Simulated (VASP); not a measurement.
Here is a VASP 6.6.1 calculation.

Contents of INCAR:

```
SYSTEM = ZnO
PREC = Accurate
ENCUT = 1340
EDIFF = 1E-6
ISMEAR = -1
SIGMA = 0.05
LREAL = .FALSE.
LASPH = .TRUE.
NELM = 120
ALGO = Normal
ISIF = 2
LWAVE = .FALSE.
LCHARG = .FALSE.
GGA = PE
NBANDS = 26
GGA_COMPAT = .FALSE.
```

File KPOINTS:

```
Automatic mesh
0
G
  7 7 4
  0 0 0
```

The input POSCAR:

```
ZnO
1.0
    3.2493080000      0.0000000000      0.0000000000
   -1.6246540000      2.8139832727      0.0000000000
    0.0000000000      0.0000000000      5.2057090000
Zn O
2 2
Direct
    0.6666666667      0.3333333333     -0.0009811968
    0.3333333333      0.6666666667      0.4990188032
    0.3333333333      0.6666666667      0.8799911968
    0.6666666667      0.3333333333      0.3799911968
```

Potentials or basis: VASP PAW PBE potentials, release 64 (Zn, O_h).

The run is started by

```bash
$ cat potpaw_PBE.64/Zn/POTCAR potpaw_PBE.64/O_h/POTCAR > POTCAR
$ mpirun -np 1 vasp_std > vasp.out
```

Question: Estimate the band gap on the k mesh.

Answer: 0.79 eV.

Question: Predict the pressure.

Answer: 5.8 GPa.

Forces on the atoms (eV/Å):
```
Zn   0.000  0.000 -0.003
Zn   0.000  0.000 -0.003
O    0.000  0.000  0.003
O    0.000  0.000  0.003
```

Caveat: the cell stands under pressure; semilocal functionals underestimate gaps, and a narrow one can read as zero. As with any semilocal functional, this PBE gap is likely too small.
